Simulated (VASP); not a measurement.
The system is GaB3As4.

```xyz
8
Lattice="5.0210 0.0000 0.0000 0.0000 5.0210 0.0000 0.0000 0.0000 5.0210" Properties=species:S:1:pos:R:3 pbc="T T T"
B     2.5105    0.0000    0.0000
B     0.0000    2.5105    0.0000
B     0.0000    0.0000    2.5105
As    3.8445    1.1765    1.1765
As    1.1765    3.8445    1.1765
As    1.1765    1.1765    3.8445
As    3.8445    3.8445    3.8445
Ga    2.5105    2.5105    2.5105
```

Base run:

* Program: VASP 6.6.1
* Functional: r2SCAN
* Potentials or basis: VASP PAW PBE potentials, release 64 (B, As, Ga_d)
* Cutoff: 520 eV
* k mesh: 6 × 6 × 6
* Occupations: gaussian, width 0.01 eV
* Spin: no spin polarisation

Its results: band gap on the k mesh 0.72 eV, direct; pressure 0.1 GPa; largest force 0.007 eV/Å.

Problem. The run is repeated on the same cell with these changes: functional from r2SCAN to PBE; occupations from gaussian, width 0.01 eV to fermi-dirac, width 0.02 eV. What comes out?

Solution. Band gap on the k mesh 0.52 eV, direct; pressure 2.7 GPa; largest force 0.203 eV/Å.

Caveats: the PAW data sets were made with another functional, which shifts forces and pressure a little (some runs).

A k mesh can miss the band edges.
